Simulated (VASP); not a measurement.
Input of a VASP 6.6.1 run:

The input INCAR:

```
SYSTEM = Hf
PREC = Accurate
ENCUT = 600
EDIFF = 1E-7
ISMEAR = -1
SIGMA = 0.1
LREAL = .False.
LASPH = .True.
NELM = 80
ALGO = Normal
ISIF = 3
LWAVE = .False.
LCHARG = .False.
GGA = PE
IBRION = 2
NSW = 60
EDIFFG = -0.005
PSTRESS = 2500.0
```

KPOINTS

```
Automatic mesh
0
Gamma
  19 19 19
  0 0 0
```

The input POSCAR:

```
Hf
1.0
    0.0000000000      1.7687654661      1.7687654661
    1.7687654661      0.0000000000      1.7687654661
    1.7687654661      1.7687654661      0.0000000000
Hf
1
Direct
    0.0000000000      0.0000000000      0.0000000000
```

Potentials or basis: VASP PAW PBE potentials, release 64 (Hf_pv).

Command:

```console
$ cat potpaw_PBE.64/Hf_pv/POTCAR > POTCAR
$ mpirun -np 1 vasp_std > vasp.out
```

Question: What does it give for the band gap on the k mesh?

Answer: Zero (band 5 reaches 12.22 eV, above the bottom of band 6 at 9.93 eV).

Question: Predict the space group after relaxing (to 0.05 Å).

Answer: Fm-3m (No. 225).

The path:
| step | energy change (eV) | largest force (eV/Å) | pressure (GPa) | volume (Å³) |
| --- | --- | --- | --- | --- |
| 1 | 0.0000 | 0.0000 | 248.01 | 11.07 |
| 2 | 0.3508 | 0.0000 | 264.91 | 10.85 |
| 3 | 0.0415 | 0.0000 | 249.98 | 11.04 |

Caveat: the cell is relaxed towards a set pressure, so the enthalpy falls and the energy may rise; spin-orbit coupling is left out, which moves the levels of the heavy elements.
